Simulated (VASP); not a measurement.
# Rh (Fm-3m) in VASP: a series of runs

The runs below take Rh through single point, relaxation of cell and atoms, with PBEsol.

All numbers are computed with VASP 6.6.1; they aren't measurements. Logs are shortened: lines on timing, memory, paths and dates and some standing lists are left out, and cuts for length are marked.

### Step 1. The cell of the first run

It takes space group Fm-3m (No. 225, cubic). Conventional cell: a = 3.742 Å, b = 3.742 Å, c = 3.742 Å, α = 90.00°, β = 90.00°, γ = 90.00°. Rh (site symmetry m-3m) has 12 Rh at 2.65 Å within 3.5 Å.

### Step 2. Single point, PBEsol

The input, INCAR:

```
PREC = Accurate ; ENCUT = 520
EDIFF = 1E-7 ; ISMEAR = -1
SIGMA = 0.1 ; LREAL = F
LASPH = T ; NELM = 80
ALGO = Normal ; ISIF = 2
LWAVE = F ; LCHARG = T
GGA = PS ; LELF = T
LVHAR = T ; NBANDS = 14
```

The input, KPOINTS:

```
regular mesh
0
Gamma
  28 28 28
```

The input, POSCAR:

```
Rh
1.0
    0.0000000000      1.8711181935      1.8711181935
    1.8711181935      0.0000000000      1.8711181935
    1.8711181935      1.8711181935      0.0000000000
Rh
1
Direct
    0.0000000000      0.0000000000      0.0000000000
```

Potentials or basis: VASP PAW PBE potentials, release 64 (Rh_pv).

On the command line:

```
cat potpaw_PBE.64/Rh_pv/POTCAR > POTCAR
mpirun -np 1 vasp_std > vasp.out
```

OUTCAR:

```text
PREC = Accurate
   ENCUT = 520
   EDIFF = 1E-7
   ISMEAR = -1
   LREAL = F
   LASPH = T
   NELM = 80
   ISIF = 2
   GGA = PS

 ion  position               nearest neighbor table
   1  0.000  0.000  0.000-

  LATTYP: Found a face centered cubic cell.
 ALAT       =     3.7422363870

  Lattice vectors:

 A1 = (   0.0000000000,   1.8711181935,   1.8711181935)
 A2 = (   1.8711181935,   0.0000000000,   1.8711181935)
 A3 = (   1.8711181935,   1.8711181935,   0.0000000000)

Analysis of symmetry for initial positions (statically):
=====================================================================
 Subroutine PRICEL returns:
 Original cell was already a primitive cell.

 Routine SETGRP: Setting up the symmetry group for a
 face centered cubic supercell.

 Subroutine GETGRP returns: Found 48 space group operations
 (whereof 48 operations were pure point group operations)
 out of a pool of 48 trial point group operations.

The static configuration has the point symmetry O_h .

Analysis of symmetry for dynamics (positions and initial velocities):
=====================================================================
 Subroutine PRICEL returns:
 Original cell was already a primitive cell.

 Routine SETGRP: Setting up the symmetry group for a
 face centered cubic supercell.

 Subroutine GETGRP returns: Found 48 space group operations
 (whereof 48 operations were pure point group operations)
 out of a pool of 48 trial point group operations.

The dynamic configuration has the point symmetry O_h .

 Subroutine INISYM returns: Found 48 space group operations
 (whereof 48 operations are pure point group operations),
 and found     1 'primitive' translations

----------------------------------------------------------------------------------------

                                     Primitive cell

  volume of cell :      13.1019

  direct lattice vectors                    reciprocal lattice vectors
     0.000000000  1.871118194  1.871118194    -0.267219891  0.267219891  0.267219891
     1.871118194  0.000000000  1.871118194     0.267219891 -0.267219891  0.267219891
     1.871118194  1.871118194  0.000000000     0.267219891  0.267219891 -0.267219891

  length of vectors
     2.646160726  2.646160726  2.646160726     0.462838428  0.462838428  0.462838428

  position of ions in fractional coordinates (direct lattice)
     0.000000000  0.000000000  0.000000000

  ion indices of the primitive-cell ions
   primitive index   ion index
                 1           1

----------------------------------------------------------------------------------------

 KPOINTS: regular mesh

Automatic generation of k-mesh.
 Grid dimensions read from file:
 generate k-points for:   28   28   28

 Generating k-lattice:

  Cartesian coordinates                     Fractional coordinates (reciprocal lattice)
    -0.009543568  0.009543568  0.009543568     0.035714286  0.000000000  0.000000000
     0.009543568 -0.009543568  0.009543568     0.000000000  0.035714286  0.000000000
     0.009543568  0.009543568 -0.009543568     0.000000000  0.000000000  0.035714286

  Length of vectors
     0.016529944  0.016529944  0.016529944

  Shift w.r.t. Gamma in fractional coordinates (k-lattice)
     0.000000000  0.000000000  0.000000000

 Subroutine IBZKPT returns following result:
 ===========================================

 Found    624 irreducible k-points:

 Following reciprocal coordinates:
            Coordinates               Weight
  0.000000  0.000000  0.000000      1.000000
  0.035714  0.000000  0.000000      8.000000
  0.071429  0.000000  0.000000      8.000000
  0.107143  0.000000  0.000000      8.000000
  0.142857  0.000000  0.000000      8.000000
  0.178571  0.000000  0.000000      8.000000
[... 16 lines left out ...]
  0.285714  0.035714  0.000000     24.000000
  0.321429  0.035714  0.000000     24.000000
 [... further k-points ...]
   k-points           NKPTS =    624   k-points in BZ     NKDIM =    624   number of bands    NBANDS=     14
   number of dos      NEDOS =    301   number of ions     NIONS =      1
   total plane-waves  NPLWV =   8000
   dimension x,y,z NGX =    20 NGY =   20 NGZ =   20
   dimension x,y,z NGXF=    40 NGYF=   40 NGZF=   40
   ions per type =               1
   NGX,Y,Z   is equivalent  to a cutoff of  12.57, 12.57, 12.57 a.u.
   NGXF,Y,Z  is equivalent  to a cutoff of  25.13, 25.13, 25.13 a.u.
 SYSTEM =  unknown system
   PREC   = accura    normal or accurate (medium, high low for compatibility)
   ISTART =      0    job   : 0-new  1-cont  2-samecut
   ICHARG =      2    charge: 1-file 2-atom 10-const
   ISPIN  =      1    spin polarized calculation?
   LNONCOLLINEAR =      F non collinear calculations
   LSORBIT =      F    spin-orbit coupling
   LASPH  =      T    aspherical Exc in radial PAW
   ENCUT  =  520.0 eV  38.22 Ry    6.18 a.u.   4.92  4.92  4.92*2*pi/ulx,y,z
   NELM   =     80;   NELMIN=  2; NELMDL= -5     # of ELM steps
   EDIFF  = 0.1E-06   stopping-criterion for ELM
   LREAL  =      F    real-space projection
   EDIFFG = 0.1E-05   stopping-criterion for IOM
   NSW    =      0    number of steps for IOM
   IBRION =     -1    ionic relax: 0-MD 1-quasi-New 2-CG
   NFREE  =      0    steps in history (QN), initial steepest desc. (CG)
   ISIF   =      2    stress and relaxation
   ISYM   =      2    0-nonsym 1-usesym 2-fastsym
   POTIM  = 0.5000    time-step for ionic-motion
   TEBEG  =    0.0;   TEEND  =   0.0 temperature during run
   PSTRESS=    0.0 pullay stress
   NELECT =      15.0000    total number of electrons
   NUPDOWN=      -1.0000    fix difference up-down
   EMIN   =  10.00;   EMAX   =-10.00  energy-range for DOS
   EFERMI =   0.00;   METHOD = LEGACY
   ISMEAR =    -1;   SIGMA  =   0.10  broadening in eV -4-tet -1-fermi 0-gaus
   EFERMI_NEDOS =   21; number of points for ismear=-14 and -15
   IALGO  =     38    algorithm
   IMIX   =      4    mixing-type and parameters
     AMIX     =   0.40;   BMIX     =  1.00
     AMIX_MAG =   1.60;   BMIX_MAG =  1.00
  volume/ion in A,a.u.               =      13.10        88.42
  Fermi-wavevector in a.u.,A,eV,Ry     =   1.712619  3.236380 39.906745  2.933063
  Thomas-Fermi vector in A             =   2.790514
   LORBIT       =      0    0 simple, 1 ext, 2 COOP (PROOUT), +10 PAW based schemes
   GGA     = PS    functional components
   LHFCALC =     F    Hartree Fock is set to
   AEXX    =    0.0000 exact exchange contribution
   IVDW    =     0    specifies the selected vdW correction
   LEPSILON=     F    determine dielectric tensor
   LRPA    =     F    only Hartree local field effects (RPA)
 non-spin polarized calculation
  energy-cutoff  :      520.00
  volume of cell :       13.10
 maximum number of plane-waves:       363
   NGX =  9   NGY =  9   NGZ =  9

 number of electron      14.9999999 magnetization

 Free energy of the ion-electron system (eV)
  ---------------------------------------------------
  ext. energy  EPLUGINS =         0.00000000
  ---------------------------------------------------
  free energy    TOTEN  =        -8.14628949 eV

  energy without entropy =       -8.10610189  energy(sigma->0) =       -8.12619569

 E-fermi :  12.6578     XC(G=0): -14.5308

 val. band max:       12.6555051980   @ k =  -0.4643   0.2857   0.1429
 cond. band min:      12.6578695982   @ k =  -0.4286   0.4643   0.1071
 fundamental gap:      0.0023644002
 Fermi energy:        12.6578236663

 k-point     1 :       0.0000    0.0000    0.0000
  band No.  band energies     occupation
      1     -33.7529      2.00000
      2     -33.7529      2.00000
      3     -33.7529      2.00000
      4       4.2471      2.00000
      5       9.3288      2.00000
      6       9.3288      2.00000
      7       9.3288      2.00000
      8      11.6073      1.99995
      9      11.6073      1.99995
     10      28.5481      0.00000
     11      32.8939      0.00000
     12      34.2767      0.00000
     13      34.2767      0.00000
     14      34.2767      0.00000

 k-point     2 :       0.0357    0.0000    0.0000
  band No.  band energies     occupation
      1     -33.7643      2.00000
      2     -33.7544      2.00000
      3     -33.7544      2.00000
      4       4.3015      2.00000
      5       9.3030      2.00000
      6       9.3509      2.00000
      7       9.3509      2.00000
      8      11.5939      1.99995
      9      11.5939      1.99995
     10      28.6319      0.00000
     11      32.8933      0.00000
     12      33.9617      0.00000
     13      34.3591      0.00000
     14      34.3591      0.00000

 k-point     3 :       0.0714    0.0000    0.0000
  band No.  band energies     occupation
      1     -33.7977      2.00000
      2     -33.7589      2.00000
      3     -33.7589      2.00000
      4       4.4620      2.00000
      5       9.2306      2.00000
      6       9.4140      2.00000
      7       9.4140      2.00000
      8      11.5584      1.99997
      9      11.5584      1.99997
     10      28.8736      0.00000
     11      32.8869      0.00000
     12      33.1968      0.00000
     13      34.6032      0.00000
     14      34.6032      0.00000
[... 324 lines left out ...]
 k-point    23 :       0.2857    0.0357    0.0000
  band No.  band energies     occupation
      1     -34.2612      2.00000
      2     -33.8325      2.00000
      3     -33.8194      2.00000
      4       6.2519      2.00000
      5       9.3508      2.00000
      6       9.6737      2.00000
      7       9.7227      2.00000
      8      11.8092      1.99959
      9      12.1304      1.98981
     10      27.3592      0.00000
     11      30.2444      0.00000
     12      32.8962      0.00000
     13      36.8136      0.00000
     14      38.2053      0.00000

 k-point    24 :       0.3214    0.0357    0.0000
  band No.  band energies     occupation
      1     -34.3533      2.00000
      2     -33.8448      2.00000
      3     -33.8331      2.00000
      4       6.3228      2.00000
      5       9.5516      2.00000
      6       9.6401      2.00000
      7       9.9073      2.00000
      8      12.1453      1.98818
      9      12.4018      1.85649
     10      26.2528      0.00000
     11      29.8121      0.00000
     12      32.8966      0.00000
     13      36.4523      0.00000
     14      37.6813      0.00000

 [... further k-points ...]
[... 5 lines left out ...]
  --------------------------------------------------------------------------------------
  -------------------------------------------------------------------------------------
  Total        0.8096213      0.8096213      0.8096213     -0.0000000      0.0000000      0.0000000
  in kB       99.0053906     99.0053906     99.0053906     -0.0000000      0.0000000      0.0000000
  external PRESSURE =      99.0053906 kB  Pullay stress =       0.0000000 kB

 VOLUME and BASIS-vectors are now :
 -----------------------------------------------------------------------------
  energy-cutoff  :      520.00
  volume of cell :       13.10
      direct lattice vectors                 reciprocal lattice vectors
     0.000000000  1.871118194  1.871118194    -0.267219891  0.267219891  0.267219891
     1.871118194  0.000000000  1.871118194     0.267219891 -0.267219891  0.267219891
     1.871118194  1.871118194  0.000000000     0.267219891  0.267219891 -0.267219891

 POSITION                                       TOTAL-FORCE (eV/Angst)
 -----------------------------------------------------------------------------------
      0.00000      0.00000      0.00000        -0.000000     -0.000000     -0.000000
 -----------------------------------------------------------------------------------
    total drift:                                0.000000      0.000000      0.000000

  FREE ENERGIE OF THE ION-ELECTRON SYSTEM (eV)
  ---------------------------------------------------
  free  energy   TOTEN  =        -8.1462894927 eV

  energy  without entropy=       -8.1061018935  energy(sigma->0) =       -8.12619569
```

Wall time 2.6 min (1 thread of Intel Xeon 8259CL, shared host); peak memory 0.21 GiB.

What came out:

```
Free energy            : -8.1463 eV
Pressure               : 9.9 GPa
Band gap on the k mesh : zero (an odd number of electrons rules out a gap without spin polarisation)
```

Levels at points of the mesh, in eV from the Fermi level:
```tsv
k point	band 3	band 4	band 5	band 6	band 7	band 8	band 9	band 10	band 11	band 12
(0.00, 0.00, 0.00)	-46.41	-8.41	-3.33	-3.33	-3.33	-1.05	-1.05	15.89	20.24	21.62
(0.50, 0.00, 0.00)	-46.53	-6.58	-3.41	-3.41	0.61	0.64	0.64	9.11	15.41	20.24
(0.50, 0.50, 0.00)	-46.73	-6.81	-6.42	0.62	1.09	1.09	3.25	12.86	13.52	13.52
```

Caveat: the cell stands under pressure; the PAW data sets were made with another functional, which shifts forces and pressure a little.

### Step 3. Relaxation of cell and atoms, PBEsol, target pressure 10 GPa, at which the enthalpy is minimised

This run uses another cell than the first one, of 13.52 Å³/atom.

The input, INCAR:

```
ALGO = Normal
EDIFF = 1E-6
EDIFFG = -0.002
ENCUT = 600
GGA = PS
IBRION = 2
ISIF = 3
ISMEAR = -1
LASPH = True
LCHARG = False
LREAL = False
LWAVE = False
NELM = 80
NSW = 100
PREC = Accurate
PSTRESS = 100.0
SIGMA = 0.1
```

The input, KPOINTS:

```
k-points
0
Gamma
  28 28 28
```

The input, POSCAR:

```
Rh
1.0
    0.0000000000      1.8907924016      1.8907924016
    1.8907924016      0.0000000000      1.8907924016
    1.8907924016      1.8907924016      0.0000000000
Rh
1
Direct
    0.0000000000      0.0000000000      0.0000000000
```

Potentials or basis: VASP PAW PBE potentials, release 64 (Rh_pv).

On the command line:

```
cat potpaw_PBE.64/Rh_pv/POTCAR > POTCAR
mpirun -np 1 vasp_std > vasp.out
```

Run time: 8.3 min. Hardware: 1 thread of Intel Xeon 8259CL, shared host; peak memory 0.26 GiB.

Results (log left out):

- Free energy: -8.1467 eV
- Relaxed volume: 13.09 Å³/atom
- Relaxed cell: a = 2.646 Å, b = 2.646 Å, c = 2.646 Å, α = 60.00°, β = 60.00°, γ = 60.00°
- Space group after relaxing (to 0.1 Å): Fm-3m (No. 225)
- Energy change on relaxing (the run minimises the enthalpy): +12.6 meV/atom
- Ionic steps: 8
- Pressure after relaxing: 10.0 GPa
- Band gap on the k mesh: zero (an odd number of electrons rules out a gap without spin polarisation)

Step by step:
```tsv
step	energy change (eV)	largest force (eV/Å)	pressure (GPa)	volume (Å³)
1	0.0000	0.0000	-0.20	13.52
2	0.2271	0.0000	51.55	11.90
3	0.0116	0.0000	9.62	13.11
4	0.0124	0.0000	9.92	13.10
5	0.0129	0.0000	10.18	13.09
6	0.0115	0.0000	9.53	13.11
7	0.0125	0.0000	9.97	13.10
8	0.0126	0.0000	10.00	13.09
```

Final structure:
```
CELL_PARAMETERS angstrom
0.00000 1.87076 1.87076
1.87076 0.00000 1.87076
1.87076 1.87076 0.00000
ATOMIC_POSITIONS crystal
Rh 0.00000 0.00000 0.00000
```

Levels at points of the mesh, in eV from the Fermi level:
```
           k point  band 4  band 5  band 6  band 7  band 8  band 9  band 10  band 11
(0.00, 0.00, 0.00)   -8.41   -3.33   -3.33   -3.33   -1.05   -1.05    15.89    20.24
(0.50, 0.00, 0.00)   -6.58   -3.42   -3.42    0.61    0.64    0.64     9.11    15.41
(0.50, 0.50, 0.00)   -6.82   -6.43    0.62    1.09    1.09    3.25    12.87    13.53
```

Caveat: the cell is relaxed towards a set pressure, so the run minimises the enthalpy, not the energy; the PAW data sets were made with another functional, which shifts forces and pressure a little.
